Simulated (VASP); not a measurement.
# SnO (P4/nmm) in VASP: a series of runs

SnO is run at these levels: PBEsol; tasks: single point.

All numbers are computed with VASP 6.6.1; they aren't measurements. Logs are shortened: lines on timing, memory, paths and dates and some standing lists are left out, and cuts for length are marked.

### Step 1. The cell of the first run

It takes space group P4/nmm (No. 129, tetragonal). The conventional cell has a = 3.653 Å, b = 3.653 Å, c = 4.847 Å, α = 90.00°, β = 90.00°, γ = 90.00°. Within 2.9 Å of Sn (site symmetry 4mm) lie 4 O at 2.19 Å. O (site symmetry -4m2) has 4 Sn at 2.19 Å and 4 O at 2.58 Å within 2.9 Å.

### Step 2. Single point, PBEsol (biaxial strain in the a-b plane: -4.0 %, then relaxed in part)

Input file INCAR:

```
SYSTEM = SnO
ALGO = Normal ; EDIFF = 1E-6
ENCUT = 520 ; GGA = PS
ISIF = 2 ; ISMEAR = 0
LASPH = .True. ; LCHARG = .False.
LREAL = .False. ; LWAVE = .False.
NBANDS = 28 ; NELM = 60
PREC = Accurate ; SIGMA = 0.1
```

Input file KPOINTS:

```
k-points
0
Gamma
  14 14 12
  0 0 0
```

Input file POSCAR:

```
SnO
1.0
    3.6530822122      0.0000000000      0.0000000000
    0.0000000000      3.6530822122      0.0000000000
    0.0000000000      0.0000000000      4.8469887803
Sn O
2 2
Direct
    0.0000000000      0.5000000000      0.2487427592
    0.5000000000      0.0000000000      0.7512572408
    0.5000000000      0.5000000000      0.0000000000
    0.0000000000      0.0000000000      0.0000000000
```

Potentials or basis: VASP PAW PBE potentials, release 64 (Sn_d, O).

Run with:

```console
$ cat potpaw_PBE.64/Sn_d/POTCAR potpaw_PBE.64/O/POTCAR > POTCAR
$ mpirun -np 1 vasp_std > vasp.out
```

OUTCAR:

```text
SYSTEM = SnO
   EDIFF = 1E-6
   ENCUT = 520
   GGA = PS
   ISIF = 2
   ISMEAR = 0
   LASPH = .True.
   LREAL = .False.
   NELM = 60
   PREC = Accurate

 ion  position               nearest neighbor table
   1  0.000  0.500  0.249-   3 2.19   4 2.19   4 2.19   3 2.19   2 3.53   2 3.53   2 3.53   2 3.53
                             2 3.55   2 3.55   2 3.55   2 3.55
   2  0.500  0.000  0.751-   3 2.19   4 2.19   3 2.19   4 2.19   1 3.53   1 3.53   1 3.53   1 3.53
                             1 3.55   1 3.55   1 3.55   1 3.55
   3  0.500  0.500  0.000-   1 2.19   2 2.19   2 2.19   1 2.19
   4  0.000  0.000  0.000-   1 2.19   2 2.19   1 2.19   2 2.19

  LATTYP: Found a simple tetragonal cell.
 ALAT       =     3.6530822122
 C/A-ratio  =     1.3268217080

  Lattice vectors:

 A1 = (   3.6530822122,   0.0000000000,   0.0000000000)
 A2 = (   0.0000000000,   3.6530822122,   0.0000000000)
 A3 = (   0.0000000000,   0.0000000000,   4.8469887803)

Analysis of symmetry for initial positions (statically):
=====================================================================
 Subroutine PRICEL returns:
 Original cell was already a primitive cell.

 Routine SETGRP: Setting up the symmetry group for a
 simple tetragonal supercell.

 Subroutine GETGRP returns: Found 16 space group operations
 (whereof  8 operations were pure point group operations)
 out of a pool of 16 trial point group operations.

The static configuration has the point symmetry D_2d.
 The point group associated with its full space group is D_4h.

Analysis of symmetry for dynamics (positions and initial velocities):
=====================================================================
 Subroutine PRICEL returns:
 Original cell was already a primitive cell.

 Routine SETGRP: Setting up the symmetry group for a
 simple tetragonal supercell.

 Subroutine GETGRP returns: Found 16 space group operations
 (whereof  8 operations were pure point group operations)
 out of a pool of 16 trial point group operations.

The dynamic configuration has the point symmetry D_2d.
 The point group associated with its full space group is D_4h.

 Subroutine INISYM returns: Found 16 space group operations
 (whereof  8 operations are pure point group operations),
 and found     1 'primitive' translations

----------------------------------------------------------------------------------------

                                     Primitive cell

  volume of cell :      64.6831

  direct lattice vectors                    reciprocal lattice vectors
     3.653082212  0.000000000  0.000000000     0.273741444  0.000000000  0.000000000
     0.000000000  3.653082212  0.000000000     0.000000000  0.273741444  0.000000000
     0.000000000  0.000000000  4.846988780     0.000000000  0.000000000  0.206313661

  length of vectors
     3.653082212  3.653082212  4.846988780     0.273741444  0.273741444  0.206313661

  position of ions in fractional coordinates (direct lattice)
     0.000000000  0.500000000  0.248742759
     0.500000000  0.000000000  0.751257241
     0.500000000  0.500000000  0.000000000
     0.000000000  0.000000000  0.000000000

  ion indices of the primitive-cell ions
   primitive index   ion index
                 1           1
                 2           2
                 3           3
                 4           4

----------------------------------------------------------------------------------------

 KPOINTS: k-points

Automatic generation of k-mesh.
 Grid dimensions read from file:
 generate k-points for:   14   14   12

 Generating k-lattice:

  Cartesian coordinates                     Fractional coordinates (reciprocal lattice)
     0.019552960  0.000000000  0.000000000     0.071428571  0.000000000  0.000000000
     0.000000000  0.019552960  0.000000000     0.000000000  0.071428571  0.000000000
     0.000000000  0.000000000  0.017192805     0.000000000  0.000000000  0.083333333

  Length of vectors
     0.019552960  0.019552960  0.017192805

  Shift w.r.t. Gamma in fractional coordinates (k-lattice)
     0.000000000  0.000000000  0.000000000

 Subroutine IBZKPT returns following result:
 ===========================================

 Found    252 irreducible k-points:

 Following reciprocal coordinates:
            Coordinates               Weight
  0.000000  0.000000  0.000000      1.000000
  0.071429  0.000000  0.000000      4.000000
  0.142857  0.000000  0.000000      4.000000
  0.214286  0.000000  0.000000      4.000000
  0.285714  0.000000  0.000000      4.000000
  0.357143  0.000000  0.000000      4.000000
[... 16 lines left out ...]
  0.285714  0.214286  0.000000      8.000000
  0.357143  0.214286  0.000000      8.000000
 [... further k-points ...]
   k-points           NKPTS =    252   k-points in BZ     NKDIM =    252   number of bands    NBANDS=     28
   number of dos      NEDOS =    301   number of ions     NIONS =      4
   total plane-waves  NPLWV =  28224
   dimension x,y,z NGX =    28 NGY =   28 NGZ =   36
   dimension x,y,z NGXF=    56 NGYF=   56 NGZF=   72
   ions per type =               2   2
   NGX,Y,Z   is equivalent  to a cutoff of  12.74, 12.74, 12.35 a.u.
   NGXF,Y,Z  is equivalent  to a cutoff of  25.48, 25.48, 24.70 a.u.
 SYSTEM =  SnO
   PREC   = accura    normal or accurate (medium, high low for compatibility)
   ISTART =      0    job   : 0-new  1-cont  2-samecut
   ICHARG =      2    charge: 1-file 2-atom 10-const
   ISPIN  =      1    spin polarized calculation?
   LNONCOLLINEAR =      F non collinear calculations
   LSORBIT =      F    spin-orbit coupling
   LASPH  =      T    aspherical Exc in radial PAW
   ENCUT  =  520.0 eV  38.22 Ry    6.18 a.u.   6.79  6.79  9.01*2*pi/ulx,y,z
   NELM   =     60;   NELMIN=  2; NELMDL= -5     # of ELM steps
   EDIFF  = 0.1E-05   stopping-criterion for ELM
   LREAL  =      F    real-space projection
   EDIFFG = 0.1E-04   stopping-criterion for IOM
   NSW    =      0    number of steps for IOM
   IBRION =     -1    ionic relax: 0-MD 1-quasi-New 2-CG
   NFREE  =      0    steps in history (QN), initial steepest desc. (CG)
   ISIF   =      2    stress and relaxation
   ISYM   =      2    0-nonsym 1-usesym 2-fastsym
   POTIM  = 0.5000    time-step for ionic-motion
   TEBEG  =    0.0;   TEEND  =   0.0 temperature during run
   PSTRESS=    0.0 pullay stress
   NELECT =      40.0000    total number of electrons
   NUPDOWN=      -1.0000    fix difference up-down
   EMIN   =  10.00;   EMAX   =-10.00  energy-range for DOS
   EFERMI =   0.00;   METHOD = LEGACY
   ISMEAR =     0;   SIGMA  =   0.10  broadening in eV -4-tet -1-fermi 0-gaus
   EFERMI_NEDOS =   21; number of points for ismear=-14 and -15
   IALGO  =     38    algorithm
   IMIX   =      4    mixing-type and parameters
     AMIX     =   0.40;   BMIX     =  1.00
     AMIX_MAG =   1.60;   BMIX_MAG =  1.00
  volume/ion in A,a.u.               =      16.17       109.13
  Fermi-wavevector in a.u.,A,eV,Ry     =   1.394755  2.635704 26.467970  1.945341
  Thomas-Fermi vector in A             =   2.518273
   LORBIT       =      0    0 simple, 1 ext, 2 COOP (PROOUT), +10 PAW based schemes
   GGA     = PS    functional components
   LHFCALC =     F    Hartree Fock is set to
   AEXX    =    0.0000 exact exchange contribution
   IVDW    =     0    specifies the selected vdW correction
   LEPSILON=     F    determine dielectric tensor
   LRPA    =     F    only Hartree local field effects (RPA)
 non-spin polarized calculation
 Gauss-broadening in eV      SIGMA  =   0.10
  energy-cutoff  :      520.00
  volume of cell :       64.68
 maximum number of plane-waves:      1772
 NGX is ok and might be reduce to    28
   NGX = 13   NGY = 13   NGZ = 19

 number of electron      39.9999993 magnetization

 Free energy of the ion-electron system (eV)
  ---------------------------------------------------
  ext. energy  EPLUGINS =         0.00000000
  ---------------------------------------------------
  free energy    TOTEN  =       -24.08127936 eV

  energy without entropy =      -24.07977764  energy(sigma->0) =      -24.08052850

 E-fermi :   8.2326     XC(G=0): -10.9208

 val. band max:        8.2317930423   @ k =   0.1429   0.0714   0.0833
 cond. band min:       8.2541088530   @ k =   0.1429   0.0000   0.0833
 fundamental gap:      0.0223158107
 Fermi energy:         8.2325616984

 k-point     1 :       0.0000    0.0000    0.0000
  band No.  band energies     occupation
      1     -14.0663      2.00000
      2     -13.5803      2.00000
      3     -13.5544      2.00000
      4     -13.5544      2.00000
      5     -13.4933      2.00000
      6     -13.4860      2.00000
[... 20 lines left out ...]
     27      14.6858      0.00000
     28      14.9747      0.00000

 k-point     2 :       0.0714    0.0000    0.0000
  band No.  band energies     occupation
      1     -14.0639      2.00000
      2     -13.5779      2.00000
      3     -13.5545      2.00000
      4     -13.5524      2.00000
      5     -13.4939      2.00000
      6     -13.4832      2.00000
[... 20 lines left out ...]
     27      14.8083      0.00000
     28      15.5687      0.00000

 k-point     3 :       0.1429    0.0000    0.0000
  band No.  band energies     occupation
      1     -14.0572      2.00000
      2     -13.5854      2.00000
      3     -13.5542      2.00000
      4     -13.5467      2.00000
      5     -13.5340      2.00000
      6     -13.4955      2.00000
[... 20 lines left out ...]
     27      14.9343      0.00000
     28      16.8345      0.00000

 k-point     4 :       0.2143    0.0000    0.0000
  band No.  band energies     occupation
      1     -14.0473      2.00000
      2     -13.6716      2.00000
      3     -13.5525      2.00000
      4     -13.5442      2.00000
      5     -13.5378      2.00000
      6     -13.4977      2.00000
[... 578 lines left out ...]
     27      16.6974      0.00000
     28      17.2874      0.00000

 k-point    23 :       0.2857    0.2143    0.0000
  band No.  band energies     occupation
      1     -14.0410      2.00000
      2     -13.8658      2.00000
      3     -13.5519      2.00000
      4     -13.5252      2.00000
      5     -13.5099      2.00000
      6     -13.5050      2.00000
[... 20 lines left out ...]
     27      15.9849      0.00000
     28      17.2221      0.00000

 k-point    24 :       0.3571    0.2143    0.0000
  band No.  band energies     occupation
      1     -14.0359      2.00000
      2     -13.9244      2.00000
      3     -13.5405      2.00000
      4     -13.5172      2.00000
      5     -13.5129      2.00000
      6     -13.5071      2.00000
[... 20 lines left out ...]
     27      15.7709      0.00000
     28      16.9069      0.00000

 [... further k-points ...]

------------------------ aborting loop because EDIFF is reached ----------------------------------------

  FORCE on cell =-STRESS in cart. coord.  units (eV):
  Direction    XX          YY          ZZ          XY          YZ          ZX
  --------------------------------------------------------------------------------------
  -------------------------------------------------------------------------------------
  Total        3.3842146      3.3842146      0.1376438      0.0000000      0.0000000      0.0000000
  in kB       83.8257749     83.8257749      3.4093869      0.0000000      0.0000000      0.0000000
  external PRESSURE =      57.0203122 kB  Pullay stress =       0.0000000 kB

 VOLUME and BASIS-vectors are now :
 -----------------------------------------------------------------------------
  energy-cutoff  :      520.00
  volume of cell :       64.68
      direct lattice vectors                 reciprocal lattice vectors
     3.653082212  0.000000000  0.000000000     0.273741444  0.000000000  0.000000000
     0.000000000  3.653082212  0.000000000     0.000000000  0.273741444  0.000000000
     0.000000000  0.000000000  4.846988780     0.000000000  0.000000000  0.206313661

 POSITION                                       TOTAL-FORCE (eV/Angst)
 -----------------------------------------------------------------------------------
      0.00000      1.82654      1.20565        -0.000000      0.000000      0.094503
      1.82654      0.00000      3.64134         0.000000      0.000000     -0.094503
      1.82654      1.82654      0.00000        -0.000000     -0.000000     -0.000000
      0.00000      0.00000      0.00000        -0.000000      0.000000     -0.000000
 -----------------------------------------------------------------------------------
    total drift:                                0.000000      0.000000      0.000000

  FREE ENERGIE OF THE ION-ELECTRON SYSTEM (eV)
  ---------------------------------------------------
  free  energy   TOTEN  =       -24.0812793617 eV

  energy  without entropy=      -24.0797776394  energy(sigma->0) =      -24.08052850
```

Run time: 2.2 min. Hardware: 1 thread of Intel Xeon 6975P-C (Granite Rapids), shared host; peak memory 0.45 GiB.

What came out:

- Free energy: -24.0813 eV
- Pressure: 5.7 GPa
- Largest force: 0.095 eV/Å
- Band gap on the k mesh: zero (bands 20 and 21 overlap by 0.86 eV)

Forces on the atoms (eV/Å):
```
Sn   0.000  0.000  0.095
Sn   0.000  0.000 -0.095
O    0.000  0.000  0.000
O    0.000  0.000  0.000
```

Caveat: the cell differs from its parent crystal (biaxial strain in the a-b plane: -4.0 %, then relaxed in part); the cell stands under pressure; the PAW data sets were made with another functional, which shifts forces and pressure a little; spin-orbit coupling is left out, which moves the levels of the heavy elements.

### Step 3. Single point, PBEsol (biaxial strain in the a-b plane: -4.0 %)

Input file INCAR:

```
ALGO = Normal
EDIFF = 1E-6
ENCUT = 520
GGA = PS
ISIF = 2
ISMEAR = 0
LASPH = T
LCHARG = T
LELF = T
LREAL = F
LVHAR = T
LWAVE = F
NBANDS = 28
NELM = 80
PREC = Accurate
SIGMA = 0.1
```

Input file KPOINTS:

```
k-points
0
Gamma
  14 14 12
```

Input file POSCAR:

```
SnO
1.0
    3.6530822122      0.0000000000      0.0000000000
    0.0000000000      3.6530822122      0.0000000000
    0.0000000000      0.0000000000      4.8675139230
Sn O
2 2
Direct
    0.0000000000      0.5000000000      0.2459999795
    0.5000000000      0.0000000000      0.7540000205
    0.5000000000      0.5000000000      0.0000000000
    0.0000000000      0.0000000000      0.0000000000
```

Potentials or basis: VASP PAW PBE potentials, release 64 (Sn_d, O).

Run with:

```console
$ cat potpaw_PBE.64/Sn_d/POTCAR potpaw_PBE.64/O/POTCAR > POTCAR
$ mpirun -np 1 vasp_std > vasp.out
```

It took 2.3 min on 1 thread of Intel Xeon 6975P-C (Granite Rapids), shared host; peak memory 0.45 GiB.

The run converged. Its results:

```yaml
Free_energy: -24.0777 eV
Pressure: 6.3 GPa
Largest_force: 0.294 eV/Å
Band_gap_on_the_k_mesh: zero (bands 20 and 21 overlap by 0.76 eV)
```

Forces on the atoms (eV/Å):
```
Sn   0.000  0.000  0.294
Sn   0.000  0.000 -0.294
O    0.000  0.000  0.000
O    0.000  0.000  0.000
```

Stress tensor (GPa, compression positive):
```
8.85 0.00 0.00
0.00 8.85 0.00
0.00 0.00 1.16
```

Levels at points of the mesh, in eV from the Fermi level:
```csv
k point,band 18,band 19,band 20,band 21,band 22,band 23
"(0.00, 0.00, 0.00)",-3.33,-3.33,0.23,2.46,4.22,4.53
"(0.50, 0.00, 0.00)",-5.24,-3.38,-3.38,3.02,3.02,6.02
"(0.50, 0.50, 0.00)",-2.64,-2.26,-2.26,-0.53,-0.53,3.89
"(0.00, 0.00, 0.50)",-3.35,-3.13,-3.10,2.02,2.71,2.71
"(0.50, 0.00, 0.50)",-5.20,-2.23,-2.23,2.31,2.31,5.50
"(0.50, 0.50, 0.50)",-3.07,-2.64,-2.64,1.79,1.79,3.80
```

Caveat: the cell differs from its parent crystal (biaxial strain in the a-b plane: -4.0 %); the cell stands under pressure; semilocal functionals underestimate gaps, so a narrow gap can read as zero; the PAW data sets were made with another functional, which shifts forces and pressure a little; spin-orbit coupling is left out, which moves the levels of the heavy elements.
